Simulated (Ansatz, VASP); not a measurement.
One calculation of BN, two programs

```xyz
4
Lattice="2.5100 0.0000 0.0000 -1.2550 2.1737 0.0000 0.0000 0.0000 6.6900" Properties=species:S:1:pos:R:3 pbc="T T T"
B     0.0000    0.0000    3.3450
B     0.0000    1.4491    0.0000
N     0.0000    0.0000    0.0000
N     1.0550    0.7246    3.3450
```

Alike in both runs: task single point; functional PBE; dispersion D3(BJ); k mesh 12 × 12 × 4; occupations gaussian, width 0.05 eV; no spin polarisation.

```csv
,VASP,Ansatz
version,VASP 6.6.1,Ansatz 0.2.0
potentials or method,"VASP PAW PBE potentials, release 64 (B, N), cutoff 520 eV","scalar-relativistic, plane waves, PAW"
valence electrons in the cell,16,16
```

```csv
,VASP,Ansatz,Ansatz less VASP
gap on the k mesh at the Fermi level (eV),2.88,2.89,+0.007
least direct gap on the mesh (eV),4.21,4.21,+0.007
pressure (GPa),6.4,6.4,+0.01
"traceless stress, the component that is largest in VASP (GPa)",13.14,13.13,-0.016
rms of the force components (eV/Å),3.605,3.610,+0.0045
```

Atom by atom the forces differ by 0.005 eV/Å (rms over components).
